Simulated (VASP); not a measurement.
# InO in VASP: further runs

InO is run at these levels: LDA; tasks: single point.

All numbers are computed with VASP 6.6.1; they aren't measurements. Logs are shortened: lines on timing, memory, paths and dates and some standing lists are left out, and cuts for length are marked.

## 1. The cell of the first run

The cell holds a slab with vacuum, 4 atoms: a = 3.720 Å, b = 3.720 Å, c = 13.682 Å, α = 90.00°, β = 90.00°, γ = 120.00°.

## 2. Single point, LDA

Input file INCAR:

```
  PREC = Accurate
  ENCUT = 520
  EDIFF = 1E-6
  ISMEAR = 0
  SIGMA = 0.03
  LREAL = False
  LASPH = True
  NELM = 80
  ALGO = Normal
  ISIF = 2
  LWAVE = False
  LCHARG = False
  NBANDS = 27
```

Input file KPOINTS:

```
regular mesh
0
Gamma
  12 12 4
```

Input file POSCAR:

```
InO
1.0
    3.7202926898      0.0000000000      0.0000000000
   -1.8601463449      3.2218679788      0.0000000000
    0.0000000000      0.0000000000     13.6824700068
In O
2 2
Direct
    0.6666666667      0.3333333333      0.5900210000
    0.6666666667      0.3333333333      0.4099790000
    0.0000000000      0.0000000000      0.6398670000
    0.0000000000      0.0000000000      0.3601330000
```

Potentials or basis: VASP PAW LDA potentials, release 64 (In_d, O).

On the command line:

```sh
$ cat potpaw_LDA.64/In_d/POTCAR potpaw_LDA.64/O/POTCAR > POTCAR
$ mpirun -np 1 vasp_std > vasp.out
```

OUTCAR:

```text
PREC = Accurate
   ENCUT = 520
   EDIFF = 1E-6
   ISMEAR = 0
   LREAL = False
   LASPH = True
   NELM = 80
   ISIF = 2

 ion  position               nearest neighbor table
   1  0.667  0.333  0.590-   3 2.25   3 2.25   3 2.25   2 2.46
   2  0.667  0.333  0.410-   4 2.25   4 2.25   4 2.25   1 2.46
   3  0.000  0.000  0.640-   1 2.25   1 2.25   1 2.25
   4  0.000  0.000  0.360-   2 2.25   2 2.25   2 2.25

  LATTYP: Found a hexagonal cell.
 ALAT       =     3.7202926898
 C/A-ratio  =     3.6777939661

  Lattice vectors:

 A1 = (   3.7202926898,   0.0000000000,   0.0000000000)
 A2 = (  -1.8601463449,   3.2218679788,   0.0000000000)
 A3 = (   0.0000000000,   0.0000000000,  13.6824700068)

Analysis of symmetry for initial positions (statically):
=====================================================================
 Subroutine PRICEL returns:
 Original cell was already a primitive cell.

 Routine SETGRP: Setting up the symmetry group for a
 hexagonal supercell.

 Subroutine GETGRP returns: Found 12 space group operations
 (whereof 12 operations were pure point group operations)
 out of a pool of 24 trial point group operations.

The static configuration has the point symmetry D_3h.

Analysis of symmetry for dynamics (positions and initial velocities):
=====================================================================
 Subroutine PRICEL returns:
 Original cell was already a primitive cell.

 Routine SETGRP: Setting up the symmetry group for a
 hexagonal supercell.

 Subroutine GETGRP returns: Found 12 space group operations
 (whereof 12 operations were pure point group operations)
 out of a pool of 24 trial point group operations.

The dynamic configuration has the point symmetry D_3h.

 Subroutine INISYM returns: Found 12 space group operations
 (whereof 12 operations are pure point group operations),
 and found     1 'primitive' translations

----------------------------------------------------------------------------------------

                                     Primitive cell

  volume of cell :     164.0021

  direct lattice vectors                    reciprocal lattice vectors
     3.720292690  0.000000000  0.000000000     0.268796055  0.155189475  0.000000000
    -1.860146345  3.221867979  0.000000000     0.000000000  0.310378950  0.000000000
     0.000000000  0.000000000 13.682470007     0.000000000  0.000000000  0.073086219

  length of vectors
     3.720292690  3.720292690 13.682470007     0.310378950  0.310378950  0.073086219

  position of ions in fractional coordinates (direct lattice)
     0.666666667  0.333333333  0.590021000
     0.666666667  0.333333333  0.409979000
     0.000000000  0.000000000  0.639867000
     0.000000000  0.000000000  0.360133000

  ion indices of the primitive-cell ions
   primitive index   ion index
                 1           1
                 2           2
                 3           3
                 4           4

----------------------------------------------------------------------------------------

 KPOINTS: regular mesh

Automatic generation of k-mesh.
 Grid dimensions read from file:
 generate k-points for:   12   12    4

 Generating k-lattice:

  Cartesian coordinates                     Fractional coordinates (reciprocal lattice)
     0.022399671  0.012932456  0.000000000     0.083333333  0.000000000  0.000000000
     0.000000000  0.025864912  0.000000000     0.000000000  0.083333333  0.000000000
     0.000000000  0.000000000  0.018271555     0.000000000  0.000000000  0.250000000

  Length of vectors
     0.025864912  0.025864912  0.018271555

  Shift w.r.t. Gamma in fractional coordinates (k-lattice)
     0.000000000  0.000000000  0.000000000

 Subroutine IBZKPT returns following result:
 ===========================================

 Found     57 irreducible k-points:

 Following reciprocal coordinates:
            Coordinates               Weight
  0.000000  0.000000  0.000000      1.000000
  0.083333  0.000000  0.000000      6.000000
  0.166667 -0.000000  0.000000      6.000000
  0.250000 -0.000000  0.000000      6.000000
  0.333333  0.000000  0.000000      6.000000
  0.416667 -0.000000  0.000000      6.000000
[... 16 lines left out ...]
  0.250000 -0.000000  0.250000     12.000000
  0.333333  0.000000  0.250000     12.000000
 [... further k-points ...]
   k-points           NKPTS =     57   k-points in BZ     NKDIM =     57   number of bands    NBANDS=     27
   number of dos      NEDOS =    301   number of ions     NIONS =      4
   total plane-waves  NPLWV =  84672
   dimension x,y,z NGX =    28 NGY =   28 NGZ =  108
   dimension x,y,z NGXF=    56 NGYF=   56 NGZF=  216
   ions per type =               2   2
   NGX,Y,Z   is equivalent  to a cutoff of  12.51, 12.51, 13.12 a.u.
   NGXF,Y,Z  is equivalent  to a cutoff of  25.02, 25.02, 26.24 a.u.
 SYSTEM =  unknown system
   PREC   = accura    normal or accurate (medium, high low for compatibility)
   ISTART =      0    job   : 0-new  1-cont  2-samecut
   ICHARG =      2    charge: 1-file 2-atom 10-const
   ISPIN  =      1    spin polarized calculation?
   LNONCOLLINEAR =      F non collinear calculations
   LSORBIT =      F    spin-orbit coupling
   LASPH  =      T    aspherical Exc in radial PAW
   ENCUT  =  520.0 eV  38.22 Ry    6.18 a.u.   6.92  6.92 25.44*2*pi/ulx,y,z
   NELM   =     80;   NELMIN=  2; NELMDL= -5     # of ELM steps
   EDIFF  = 0.1E-05   stopping-criterion for ELM
   LREAL  =      F    real-space projection
   EDIFFG = 0.1E-04   stopping-criterion for IOM
   NSW    =      0    number of steps for IOM
   IBRION =     -1    ionic relax: 0-MD 1-quasi-New 2-CG
   NFREE  =      0    steps in history (QN), initial steepest desc. (CG)
   ISIF   =      2    stress and relaxation
   ISYM   =      2    0-nonsym 1-usesym 2-fastsym
   POTIM  = 0.5000    time-step for ionic-motion
   TEBEG  =    0.0;   TEEND  =   0.0 temperature during run
   PSTRESS=    0.0 pullay stress
   NELECT =      38.0000    total number of electrons
   NUPDOWN=      -1.0000    fix difference up-down
   EMIN   =  10.00;   EMAX   =-10.00  energy-range for DOS
   EFERMI =   0.00;   METHOD = LEGACY
   ISMEAR =     0;   SIGMA  =   0.03  broadening in eV -4-tet -1-fermi 0-gaus
   EFERMI_NEDOS =   21; number of points for ismear=-14 and -15
   IALGO  =     38    algorithm
   IMIX   =      4    mixing-type and parameters
     AMIX     =   0.40;   BMIX     =  1.00
     AMIX_MAG =   1.60;   BMIX_MAG =  1.00
  volume/ion in A,a.u.               =      41.00       276.69
  Fermi-wavevector in a.u.,A,eV,Ry     =   1.005510  1.900138 13.756166  1.011050
  Thomas-Fermi vector in A             =   2.138194
   LORBIT       =      0    0 simple, 1 ext, 2 COOP (PROOUT), +10 PAW based schemes
   GGA     = CA    functional components
   LHFCALC =     F    Hartree Fock is set to
   AEXX    =    0.0000 exact exchange contribution
   IVDW    =     0    specifies the selected vdW correction
   LEPSILON=     F    determine dielectric tensor
   LRPA    =     F    only Hartree local field effects (RPA)
 non-spin polarized calculation
 Gauss-broadening in eV      SIGMA  =   0.03
  energy-cutoff  :      520.00
  volume of cell :      164.00
 maximum number of plane-waves:      4444
 NGX is ok and might be reduce to    28

 number of electron      38.0000011 magnetization

 Free energy of the ion-electron system (eV)
  ---------------------------------------------------
  ext. energy  EPLUGINS =         0.00000000
  ---------------------------------------------------
  free energy    TOTEN  =       -20.86932453 eV

  energy without entropy =      -20.86881571  energy(sigma->0) =      -20.86907012

 E-fermi :  -1.8324     XC(G=0):  -5.2983

 val. band max:       -1.8398704867   @ k =   0.0000   0.0000   0.0000
 cond. band min:      -1.4504651701   @ k =   0.0833   0.0000   0.5000
 fundamental gap:      0.3894053166
 Fermi energy:        -1.8323931423

 k-point     1 :       0.0000    0.0000    0.0000
  band No.  band energies     occupation
      1     -18.4303      2.00000
      2     -18.3626      2.00000
      3     -16.0138      2.00000
      4     -15.6015      2.00000
      5     -15.6015      2.00000
      6     -15.3658      2.00000
[... 19 lines left out ...]
     26       7.3014      0.00000
     27       7.9106      0.00000

 k-point     2 :       0.0833    0.0000    0.0000
  band No.  band energies     occupation
      1     -18.4232      2.00000
      2     -18.3578      2.00000
      3     -16.0267      2.00000
      4     -15.6026      2.00000
      5     -15.5912      2.00000
      6     -15.3542      2.00000
[... 19 lines left out ...]
     26       7.3847      0.00000
     27       7.4156      0.00000

 k-point     3 :       0.1667   -0.0000    0.0000
  band No.  band energies     occupation
      1     -18.4054      2.00000
      2     -18.3458      2.00000
      3     -16.0541      2.00000
      4     -15.6059      2.00000
      5     -15.5801      2.00000
      6     -15.3217      2.00000
[... 19 lines left out ...]
     26       6.4382      0.00000
     27       7.5867      0.00000

 k-point     4 :       0.2500   -0.0000    0.0000
  band No.  band energies     occupation
      1     -18.3846      2.00000
      2     -18.3317      2.00000
      3     -16.0793      2.00000
      4     -15.6111      2.00000
      5     -15.5848      2.00000
      6     -15.2762      2.00000
[... 19 lines left out ...]
     26       5.5779      0.00000
     27       7.7030      0.00000
[... 516 lines left out ...]
      4     -15.6059      2.00000
      5     -15.5801      2.00000
      6     -15.3218      2.00000
[... 19 lines left out ...]
     26       6.4288      0.00000
     27       7.0955      0.00000

 k-point    23 :       0.2500   -0.0000    0.2500
  band No.  band energies     occupation
      1     -18.3845      2.00000
      2     -18.3317      2.00000
      3     -16.0793      2.00000
      4     -15.6111      2.00000
      5     -15.5848      2.00000
      6     -15.2762      2.00000
[... 19 lines left out ...]
     26       5.8008      0.00000
     27       7.3593      0.00000

 k-point    24 :       0.3333    0.0000    0.2500
  band No.  band energies     occupation
      1     -18.3677      2.00000
      2     -18.3204      2.00000
      3     -16.0952      2.00000
      4     -15.6167      2.00000
      5     -15.5981      2.00000
      6     -15.2292      2.00000
[... 19 lines left out ...]
     26       6.2988      0.00000
     27       7.4435      0.00000

 [... further k-points ...]
[... 5 lines left out ...]
  --------------------------------------------------------------------------------------
  -------------------------------------------------------------------------------------
  Total       -9.5832868     -9.5832868      6.0159128      0.0000000     -0.0000000      0.0000000
  in kB      -93.6215254    -93.6215254     58.7709570      0.0000000     -0.0000000      0.0000000
  external PRESSURE =     -42.8240313 kB  Pullay stress =       0.0000000 kB

 VOLUME and BASIS-vectors are now :
 -----------------------------------------------------------------------------
  energy-cutoff  :      520.00
  volume of cell :      164.00
      direct lattice vectors                 reciprocal lattice vectors
     3.720292690  0.000000000  0.000000000     0.268796055  0.155189475  0.000000000
    -1.860146345  3.221867979  0.000000000     0.000000000  0.310378950  0.000000000
     0.000000000  0.000000000 13.682470007     0.000000000  0.000000000  0.073086219

 POSITION                                       TOTAL-FORCE (eV/Angst)
 -----------------------------------------------------------------------------------
      1.86015      1.07396      8.07294         0.000000      0.000000      3.394400
      1.86015      1.07396      5.60953         0.000000     -0.000000     -3.394400
      0.00000      0.00000      8.75496        -0.000000      0.000000     -0.597053
      0.00000      0.00000      4.92751        -0.000000     -0.000000      0.597053
 -----------------------------------------------------------------------------------
    total drift:                               -0.000001      0.000000      0.000000

  FREE ENERGIE OF THE ION-ELECTRON SYSTEM (eV)
  ---------------------------------------------------
  free  energy   TOTEN  =       -20.8693245310 eV

  energy  without entropy=      -20.8688157079  energy(sigma->0) =      -20.86907012
```

Wall time 6.1 min (1 thread of Intel Xeon Platinum 8488C (Sapphire Rapids), shared host); peak memory 0.36 GiB.

What came out:

| Quantity | Value |
| --- | --- |
| Free energy | -20.8693 eV |
| Largest force | 3.394 eV/Å |

Forces on the atoms (eV/Å):
```
In   0.000  0.000  3.394
In   0.000  0.000 -3.394
O    0.000  0.000 -0.597
O    0.000  0.000  0.597
```

Caveat: spin-orbit coupling is left out, which moves the levels of the heavy elements.

## 3. Single point, LDA

This run uses another cell than the first one, of the same volume but with other edges.

Input file INCAR:

```
SYSTEM = InO
ALGO = Normal
EDIFF = 1E-6
ENCUT = 520
GGA = CA
ISIF = 2
ISMEAR = 0
LASPH = .True.
LCHARG = .False.
LREAL = .False.
LWAVE = .False.
NBANDS = 27
NELM = 100
PREC = Accurate
SIGMA = 0.03
```

Input file KPOINTS:

```
k-points
0
Gamma
  12 12 4
  0 0 0
```

Input file POSCAR:

```
InO
1.0
    3.1644093112      0.0000000000      0.0000000000
   -1.5822046556      2.7404588514      0.0000000000
    0.0000000000      0.0000000000     18.9118238907
In O
2 2
Direct
    0.6666666667      0.3333333333      0.5900210000
    0.6666666667      0.3333333333      0.4099790000
    0.0000000000      0.0000000000      0.6398670000
    0.0000000000      0.0000000000      0.3601330000
```

Potentials or basis: VASP PAW LDA potentials, release 64 (In_d, O).

On the command line:

```sh
$ cat potpaw_LDA.64/In_d/POTCAR potpaw_LDA.64/O/POTCAR > POTCAR
$ mpirun -np 1 vasp_std > vasp.out
```

It took 5.9 min on 1 thread of Intel Xeon Platinum 8488C (Sapphire Rapids), shared host; peak memory 0.36 GiB.

Results (log left out):

```
Free energy            : -21.2417 eV
Largest force          : 0.839 eV/Å
Band gap on the k mesh : zero (bands 19 and 20 overlap by 0.87 eV)
```

Forces on the atoms (eV/Å):
```
In   0.000  0.000 -0.839
In   0.000  0.000  0.839
O    0.000  0.000 -0.229
O    0.000  0.000  0.229
```

Levels at points of the mesh, in eV from the Fermi level:
| k point | band 16 | band 17 | band 18 | band 19 | band 20 | band 21 | band 22 | band 23 |
| --- | --- | --- | --- | --- | --- | --- | --- | --- |
| (0.00, 0.00, 0.00) | -2.19 | -2.18 | -2.18 | -1.79 | -0.58 | 2.81 | 5.26 | 6.44 |
| (0.50, 0.00, 0.00) | -3.31 | -3.14 | -3.11 | -0.51 | 1.81 | 2.67 | 3.75 | 7.44 |
| (0.00, 0.00, 0.50) | -2.19 | -2.18 | -2.18 | -1.79 | -0.58 | 2.81 | 5.26 | 6.61 |
| (0.50, 0.00, 0.50) | -3.31 | -3.14 | -3.11 | -0.51 | 1.81 | 2.67 | 3.75 | 7.44 |

Caveat: spin-orbit coupling is left out, which moves the levels of the heavy elements.

(Continued in part 2 of 2.)
